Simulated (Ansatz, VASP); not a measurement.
# One calculation of WS2, two programs

File INCAR:

```
PREC = Accurate
ENCUT = 500
EDIFF = 1E-6
ISMEAR = -1
SIGMA = 0.05
LREAL = False
LASPH = True
NELM = 120
ALGO = Normal
ISIF = 2
LWAVE = False
LCHARG = True
GGA = PS
LELF = True
LVHAR = True
NBANDS = 20
GGA_COMPAT = False
```

The input KPOINTS:

```
regular mesh
0
Gamma
  8 8 2
```

POSCAR

```
WS2
1.0
    3.1835163552      0.0000000000      0.0000000000
   -1.5917581776      2.7570060369      0.0000000000
    0.0000000000      0.0000000000     16.9505778900
W S
1 2
Direct
    0.0000000000      0.0000000000      0.0000000000
    0.3333333333      0.6666666667      0.0920005100
    0.3333333333      0.6666666667      0.9079994900
```

input.yaml

```yaml
crystal:
  lattice:
    - [3.1835163552, 0.0, 0.0]
    - [-1.5917581776, 2.7570060369, 0.0]
    - [0.0, 0.0, 16.95057789]
  atoms:
    - { symbol: W, position: [0.0, 0.0, 0.0] }
    - { symbol: S, position: [0.3333333333, 0.6666666667, 0.09200051] }
    - { symbol: S, position: [0.3333333333, 0.6666666667, 0.90799949] }
kpoints:
  mp_grid: { grid: [8, 8, 2] }
  band_path:
    path:
      - [0.0, 0.0, 0.0]
      - [0.5, 0.0, 0.0]
      - [0.3333333333, 0.3333333333, 0.0]
      - [0.0, 0.0, 0.0]
      - [0.0, 0.0, 0.5]
      - [0.5, 0.0, 0.5]
      - [0.3333333333, 0.3333333333, 0.5]
      - [0.0, 0.0, 0.5]
    npoints: 10
scf:
  occupations: { method: fermi_dirac, width: 0.05 }
hamiltonian:
  xc: pbesol
  pseudopotentials: { kind: all_electron, lapw: { basis_error: 0.002 } }
output:
  forces: true
  stress: true
  eigenvalues: true
```

Alike in both runs: functional PBEsol; k mesh 8 × 8 × 2; occupations fermi-dirac, width 0.05 eV; no spin polarisation.

```csv
,VASP,Ansatz
version,VASP 6.6.1,Ansatz 0.2.0
potentials or method,"VASP PAW PBE potentials, release 64 (W_sv, S), cutoff 500 eV","all-electron LAPW, scalar-relativistic"
task,single point,band structure
```

VASP gave:

- gap on the k mesh at the Fermi level (eV): 2.07
- least direct gap on the mesh (eV): 2.25
- rms of the force components (eV/Å): 0.049

**Question.** Estimate Ansatz's values.

**Answer.** gap on the k mesh at the Fermi level (eV): 2.06; least direct gap on the mesh (eV): 2.25; rms of the force components (eV/Å): 0.058.

VASP's potentials were made for PBE, not for PBEsol. Atom by atom the forces differ by 0.009 eV/Å (rms over components). Ansatz ran all-electron here, and VASP with PAW potentials.

Spin-orbit coupling is off throughout.
